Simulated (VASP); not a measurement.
# NaZr3 (Pm-3m) in VASP: notebook

NaZr3 is run at these levels: PBE; tasks: single point, relaxation of cell and atoms.

All numbers are computed with VASP 6.6.1; they aren't measurements. Logs are shortened: lines on timing, memory, paths and dates and some standing lists are left out, and cuts for length are marked.

## Step 1: The cell of the first run

It takes space group Pm-3m (No. 221, cubic). Conventional cell: a = 4.535 Å, b = 4.535 Å, c = 4.535 Å, α = 90.00°, β = 90.00°, γ = 90.00°. Within 4.2 Å of Na (site symmetry m-3m) lie 12 Zr at 3.21 Å. Within 4.2 Å of Zr (site symmetry 4/mmm) lie 4 Na at 3.21 Å and 8 Zr at 3.21 Å.

## Step 2: Single point, PBE

INCAR

```
SYSTEM = NaZr3
PREC = Accurate
ENCUT = 520
EDIFF = 1E-6
ISMEAR = 0
SIGMA = 0.1
LREAL = .FALSE.
LASPH = .TRUE.
NELM = 80
ALGO = Fast
ISIF = 2
LWAVE = .FALSE.
LCHARG = .FALSE.
GGA = PE
NBANDS = 30
```

KPOINTS

```
regular mesh
0
G
  10 10 10
  0 0 0
```

POSCAR

```
NaZr3
1.0
    4.5345995083      0.0000000000      0.0000000000
    0.0000000000      4.5345995083      0.0000000000
    0.0000000000      0.0000000000      4.5345995083
Na Zr
1 3
Direct
    0.0000000000      0.0000000000      0.0000000000
    0.0000000000      0.5000000000      0.5000000000
    0.5000000000      0.0000000000      0.5000000000
    0.5000000000      0.5000000000      0.0000000000
```

Potentials or basis: VASP PAW PBE potentials, release 64 (Na_pv, Zr_sv).

On the command line:

```console
$ cat potpaw_PBE.64/Na_pv/POTCAR potpaw_PBE.64/Zr_sv/POTCAR > POTCAR
$ mpirun -np 1 vasp_std > vasp.out
```

OUTCAR:

```text
SYSTEM = NaZr3
   PREC = Accurate
   ENCUT = 520
   EDIFF = 1E-6
   ISMEAR = 0
   LREAL = .FALSE.
   LASPH = .TRUE.
   NELM = 80
   ISIF = 2
   GGA = PE

 ion  position               nearest neighbor table
   1  0.000  0.000  0.000-   2 3.21   3 3.21   4 3.21   2 3.21   3 3.21   2 3.21   4 3.21   2 3.21
                             3 3.21   4 3.21   3 3.21   4 3.21
   2  0.000  0.500  0.500-   1 3.21   3 3.21   4 3.21   1 3.21   4 3.21   1 3.21   3 3.21   1 3.21
                             3 3.21   4 3.21   4 3.21   3 3.21
   3  0.500  0.000  0.500-   1 3.21   2 3.21   4 3.21   1 3.21   4 3.21   2 3.21   4 3.21   4 3.21
                             1 3.21   2 3.21   1 3.21   2 3.21
   4  0.500  0.500  0.000-   1 3.21   2 3.21   3 3.21   2 3.21   3 3.21   1 3.21   3 3.21   3 3.21
                             1 3.21   2 3.21   2 3.21   1 3.21

  LATTYP: Found a simple cubic cell.
 ALAT       =     4.5345995083

  Lattice vectors:

 A1 = (   4.5345995083,   0.0000000000,   0.0000000000)
 A2 = (   0.0000000000,   4.5345995083,   0.0000000000)
 A3 = (   0.0000000000,   0.0000000000,   4.5345995083)

Analysis of symmetry for initial positions (statically):
=====================================================================
 Subroutine PRICEL returns:
 Original cell was already a primitive cell.

 Routine SETGRP: Setting up the symmetry group for a
 simple cubic supercell.

 Subroutine GETGRP returns: Found 48 space group operations
 (whereof 48 operations were pure point group operations)
 out of a pool of 48 trial point group operations.

The static configuration has the point symmetry O_h .

Analysis of symmetry for dynamics (positions and initial velocities):
=====================================================================
 Subroutine PRICEL returns:
 Original cell was already a primitive cell.

 Routine SETGRP: Setting up the symmetry group for a
 simple cubic supercell.

 Subroutine GETGRP returns: Found 48 space group operations
 (whereof 48 operations were pure point group operations)
 out of a pool of 48 trial point group operations.

The dynamic configuration has the point symmetry O_h .

 Subroutine INISYM returns: Found 48 space group operations
 (whereof 48 operations are pure point group operations),
 and found     1 'primitive' translations

----------------------------------------------------------------------------------------

                                     Primitive cell

  volume of cell :      93.2431

  direct lattice vectors                    reciprocal lattice vectors
     4.534599508  0.000000000  0.000000000     0.220526641  0.000000000  0.000000000
     0.000000000  4.534599508  0.000000000     0.000000000  0.220526641  0.000000000
     0.000000000  0.000000000  4.534599508     0.000000000  0.000000000  0.220526641

  length of vectors
     4.534599508  4.534599508  4.534599508     0.220526641  0.220526641  0.220526641

  position of ions in fractional coordinates (direct lattice)
     0.000000000  0.000000000  0.000000000
     0.000000000  0.500000000  0.500000000
     0.500000000  0.000000000  0.500000000
     0.500000000  0.500000000  0.000000000

  ion indices of the primitive-cell ions
   primitive index   ion index
                 1           1
                 2           2
                 3           3
                 4           4

----------------------------------------------------------------------------------------

 KPOINTS: regular mesh

Automatic generation of k-mesh.
 Grid dimensions read from file:
 generate k-points for:   10   10   10

 Generating k-lattice:

  Cartesian coordinates                     Fractional coordinates (reciprocal lattice)
     0.022052664  0.000000000  0.000000000     0.100000000  0.000000000  0.000000000
     0.000000000  0.022052664  0.000000000     0.000000000  0.100000000  0.000000000
     0.000000000  0.000000000  0.022052664     0.000000000  0.000000000  0.100000000

  Length of vectors
     0.022052664  0.022052664  0.022052664

  Shift w.r.t. Gamma in fractional coordinates (k-lattice)
     0.000000000  0.000000000  0.000000000

 Subroutine IBZKPT returns following result:
 ===========================================

 Found     56 irreducible k-points:

 Following reciprocal coordinates:
            Coordinates               Weight
  0.000000  0.000000  0.000000      1.000000
  0.100000  0.000000  0.000000      6.000000
  0.200000  0.000000  0.000000      6.000000
  0.300000  0.000000  0.000000      6.000000
  0.400000  0.000000  0.000000      6.000000
  0.500000  0.000000  0.000000      3.000000
[... 16 lines left out ...]
  0.200000  0.100000  0.100000     24.000000
  0.300000  0.100000  0.100000     24.000000
 [... further k-points ...]
   k-points           NKPTS =     56   k-points in BZ     NKDIM =     56   number of bands    NBANDS=     30
   number of dos      NEDOS =    301   number of ions     NIONS =      4
   total plane-waves  NPLWV =  46656
   dimension x,y,z NGX =    36 NGY =   36 NGZ =   36
   dimension x,y,z NGXF=    72 NGYF=   72 NGZF=   72
   ions per type =               1   3
   NGX,Y,Z   is equivalent  to a cutoff of  13.20, 13.20, 13.20 a.u.
   NGXF,Y,Z  is equivalent  to a cutoff of  26.40, 26.40, 26.40 a.u.
 SYSTEM =  NaZr3
   PREC   = accura    normal or accurate (medium, high low for compatibility)
   ISTART =      0    job   : 0-new  1-cont  2-samecut
   ICHARG =      2    charge: 1-file 2-atom 10-const
   ISPIN  =      1    spin polarized calculation?
   LNONCOLLINEAR =      F non collinear calculations
   LSORBIT =      F    spin-orbit coupling
   LASPH  =      T    aspherical Exc in radial PAW
   ENCUT  =  520.0 eV  38.22 Ry    6.18 a.u.   8.43  8.43  8.43*2*pi/ulx,y,z
   NELM   =     80;   NELMIN=  2; NELMDL= -5     # of ELM steps
   EDIFF  = 0.1E-05   stopping-criterion for ELM
   LREAL  =      F    real-space projection
   EDIFFG = 0.1E-04   stopping-criterion for IOM
   NSW    =      0    number of steps for IOM
   IBRION =     -1    ionic relax: 0-MD 1-quasi-New 2-CG
   NFREE  =      0    steps in history (QN), initial steepest desc. (CG)
   ISIF   =      2    stress and relaxation
   ISYM   =      2    0-nonsym 1-usesym 2-fastsym
   POTIM  = 0.5000    time-step for ionic-motion
   TEBEG  =    0.0;   TEEND  =   0.0 temperature during run
   PSTRESS=    0.0 pullay stress
   NELECT =      43.0000    total number of electrons
   NUPDOWN=      -1.0000    fix difference up-down
   EMIN   =  10.00;   EMAX   =-10.00  energy-range for DOS
   EFERMI =   0.00;   METHOD = LEGACY
   ISMEAR =     0;   SIGMA  =   0.10  broadening in eV -4-tet -1-fermi 0-gaus
   EFERMI_NEDOS =   21; number of points for ismear=-14 and -15
   IALGO  =     68    algorithm
   IMIX   =      4    mixing-type and parameters
     AMIX     =   0.40;   BMIX     =  1.00
     AMIX_MAG =   1.60;   BMIX_MAG =  1.00
  volume/ion in A,a.u.               =      23.31       157.31
  Fermi-wavevector in a.u.,A,eV,Ry     =   1.264810  2.390145 21.765852  1.599745
  Thomas-Fermi vector in A             =   2.398096
   LORBIT       =      0    0 simple, 1 ext, 2 COOP (PROOUT), +10 PAW based schemes
   GGA     = PE    functional components
   LHFCALC =     F    Hartree Fock is set to
   AEXX    =    0.0000 exact exchange contribution
   IVDW    =     0    specifies the selected vdW correction
   LEPSILON=     F    determine dielectric tensor
   LRPA    =     F    only Hartree local field effects (RPA)
 non-spin polarized calculation
 RMM-DIIS sequential band-by-band and
 Gauss-broadening in eV      SIGMA  =   0.10
  energy-cutoff  :      520.00
  volume of cell :       93.24
 maximum number of plane-waves:      2523
 NGX is ok and might be reduce to    36
   NGX = 17   NGY = 17   NGZ = 17

 number of electron      42.9999980 magnetization

 Free energy of the ion-electron system (eV)
  ---------------------------------------------------
  ext. energy  EPLUGINS =         0.00000000
  ---------------------------------------------------
  free energy    TOTEN  =       -24.89300981 eV

  energy without entropy =      -24.86498963  energy(sigma->0) =      -24.87899972

 E-fermi :   6.8701     XC(G=0): -10.3516

 val. band max:        6.8551667395   @ k =   0.4000   0.4000   0.0000
 cond. band min:       6.8747517350   @ k =   0.5000   0.4000   0.1000
 fundamental gap:      0.0195849955
 Fermi energy:         6.8701164532

 k-point     1 :       0.0000    0.0000    0.0000
  band No.  band energies     occupation
      1     -41.8494      2.00000
      2     -41.7122      2.00000
      3     -41.7122      2.00000
      4     -20.1298      2.00000
      5     -20.1298      2.00000
      6     -20.1298      2.00000
[... 22 lines left out ...]
     29      10.9728      0.00000
     30      10.9732      0.00000

 k-point     2 :       0.1000    0.0000    0.0000
  band No.  band energies     occupation
      1     -41.8465      2.00000
      2     -41.7152      2.00000
      3     -41.7122      2.00000
      4     -20.1210      2.00000
      5     -20.1210      2.00000
      6     -20.1166      2.00000
[... 22 lines left out ...]
     29      10.8016      0.00000
     30      10.9764      0.00000

 k-point     3 :       0.2000    0.0000    0.0000
  band No.  band energies     occupation
      1     -41.8380      2.00000
      2     -41.7237      2.00000
      3     -41.7121      2.00000
      4     -20.0961      2.00000
      5     -20.0961      2.00000
      6     -20.0781      2.00000
[... 22 lines left out ...]
     29      10.3216      0.00000
     30      10.9508      0.00000

 k-point     4 :       0.3000    0.0000    0.0000
  band No.  band energies     occupation
      1     -41.8253      2.00000
      2     -41.7365      2.00000
      3     -41.7119      2.00000
      4     -20.0602      2.00000
      5     -20.0602      2.00000
      6     -20.0182      2.00000
[... 616 lines left out ...]
     29      10.7183      0.00000
     30      10.7196      0.00000

 k-point    23 :       0.2000    0.1000    0.1000
  band No.  band energies     occupation
      1     -41.8326      2.00000
      2     -41.7247      2.00000
      3     -41.7164      2.00000
      4     -20.1267      2.00000
      5     -20.0607      2.00000
      6     -20.0353      2.00000
[... 22 lines left out ...]
     29      10.4162      0.00000
     30      10.9142      0.00000

 k-point    24 :       0.3000    0.1000    0.1000
  band No.  band energies     occupation
      1     -41.8203      2.00000
      2     -41.7369      2.00000
      3     -41.7163      2.00000
      4     -20.0996      2.00000
      5     -20.0263      2.00000
      6     -19.9834      2.00000
[... 22 lines left out ...]
     29      10.2198      0.00000
     30      10.4057      0.00000

 [... further k-points ...]
[... 5 lines left out ...]
  --------------------------------------------------------------------------------------
  -------------------------------------------------------------------------------------
  Total        0.0036950      0.0036950      0.0036950     -0.0000000      0.0000000     -0.0000000
  in kB        0.0634907      0.0634907      0.0634907     -0.0000000      0.0000000     -0.0000000
  external PRESSURE =       0.0634907 kB  Pullay stress =       0.0000000 kB

 VOLUME and BASIS-vectors are now :
 -----------------------------------------------------------------------------
  energy-cutoff  :      520.00
  volume of cell :       93.24
      direct lattice vectors                 reciprocal lattice vectors
     4.534599508  0.000000000  0.000000000     0.220526641  0.000000000  0.000000000
     0.000000000  4.534599508  0.000000000     0.000000000  0.220526641  0.000000000
     0.000000000  0.000000000  4.534599508     0.000000000  0.000000000  0.220526641

 POSITION                                       TOTAL-FORCE (eV/Angst)
 -----------------------------------------------------------------------------------
      0.00000      0.00000      0.00000         0.000000      0.000000      0.000000
      0.00000      2.26730      2.26730         0.000000      0.000000      0.000000
      2.26730      0.00000      2.26730         0.000000      0.000000      0.000000
      2.26730      2.26730      0.00000         0.000000      0.000000      0.000000
 -----------------------------------------------------------------------------------
    total drift:                                0.000000      0.000000      0.000000

  FREE ENERGIE OF THE ION-ELECTRON SYSTEM (eV)
  ---------------------------------------------------
  free  energy   TOTEN  =       -24.8930098133 eV

  energy  without entropy=      -24.8649896281  energy(sigma->0) =      -24.87899972
```

Run time: 5.2 min. Hardware: 1 thread of Intel Xeon Platinum 8259CL at 2.50GHz (Skylake/Cascade Lake), shared host; peak memory 0.28 GiB.

What came out:

```
Free energy            : -24.8930 eV
Pressure               : 0.0 GPa
Band gap on the k mesh : zero (an odd number of electrons rules out a gap without spin polarisation)
```

Levels at points of the mesh, in eV from the Fermi level:
| k point | band 20 | band 21 | band 22 | band 23 | band 24 | band 25 |
| --- | --- | --- | --- | --- | --- | --- |
| (0.00, 0.00, 0.00) | -1.25 | -1.25 | -1.25 | 2.40 | 2.40 | 2.40 |
| (0.50, 0.00, 0.00) | -0.30 | -0.30 | -0.06 | 0.71 | 0.71 | 1.39 |
| (0.50, 0.50, 0.00) | -0.35 | -0.24 | -0.05 | -0.05 | 0.87 | 0.87 |
| (0.50, 0.50, 0.50) | 0.85 | 0.85 | 0.85 | 1.15 | 1.15 | 1.15 |

## Step 3: Relaxation of cell and atoms, PBE

This run uses another cell than the first one, of 23.24 Å³/atom.

INCAR

```
SYSTEM = NaZr3
  PREC = Accurate
  ENCUT = 600
  EDIFF = 1E-6
  ISMEAR = 0
  SIGMA = 0.1
  LREAL = .False.
  LASPH = .True.
  NELM = 60
  ALGO = Fast
  ISIF = 3
  LWAVE = .False.
  LCHARG = .False.
  GGA = PE
  IBRION = 2
  NSW = 100
  EDIFFG = -0.01
```

KPOINTS

```
Automatic mesh
0
Gamma
  10 10 10
  0 0 0
```

POSCAR

```
NaZr3
1.0
    4.5298881234      0.0000000000      0.0000000000
    0.0000000000      4.5298881234      0.0000000000
    0.0000000000      0.0000000000      4.5298881234
Na Zr
1 3
Direct
    0.0000000000      0.0000000000      0.0000000000
    0.0000000000      0.5000000000      0.5000000000
    0.5000000000      0.0000000000      0.5000000000
    0.5000000000      0.5000000000      0.0000000000
```

Potentials or basis: VASP PAW PBE potentials, release 64 (Na_pv, Zr_sv).

On the command line:

```console
$ cat potpaw_PBE.64/Na_pv/POTCAR potpaw_PBE.64/Zr_sv/POTCAR > POTCAR
$ mpirun -np 1 vasp_std > vasp.out
```

Run time: 5.9 min. Hardware: 1 thread of Intel Xeon Platinum 8259CL at 2.50GHz (Skylake/Cascade Lake), shared host; peak memory 0.3 GiB.

Results (log left out):

* Free energy: -24.8928 eV
* Relaxed volume: 23.35 Å³/atom
* Relaxed cell: a = 4.537 Å, b = 4.537 Å, c = 4.537 Å, α = 90.00°, β = 90.00°, γ = 90.00°
* Space group after relaxing (to 0.1 Å): Pm-3m (No. 221)
* Energy gained by relaxing: 0.1 meV/atom
* Ionic steps: 2
* Pressure after relaxing: 0.0 GPa
* Band gap on the k mesh: zero (an odd number of electrons rules out a gap without spin polarisation)

The path:
| step | energy change (eV) | largest force (eV/Å) | pressure (GPa) | volume (Å³) |
| --- | --- | --- | --- | --- |
| 1 | 0.0000 | 0.0000 | 0.23 | 92.95 |
| 2 | -0.0002 | 0.0000 | -0.04 | 93.40 |

Final structure:
```
Na Zr
1.0
     4.53708    0.00000    0.00000
     0.00000    4.53708    0.00000
     0.00000    0.00000    4.53708
Na Zr
1 3
Direct
  0.00000 0.00000 0.00000
  0.00000 0.50000 0.50000
  0.50000 0.00000 0.50000
  0.50000 0.50000 0.00000
```

Levels at points of the mesh, in eV from the Fermi level:
```csv
k point,band 19,band 20,band 21,band 22,band 23,band 24,band 25
"(0.00, 0.00, 0.00)",-1.56,-1.24,-1.24,-1.24,2.40,2.40,2.41
"(0.50, 0.00, 0.00)",-0.78,-0.30,-0.30,-0.06,0.71,0.71,1.43
"(0.50, 0.50, 0.00)",-1.15,-0.35,-0.24,-0.05,-0.05,0.86,0.91
"(0.50, 0.50, 0.50)",-2.04,0.85,0.85,1.04,1.14,1.14,1.18
```
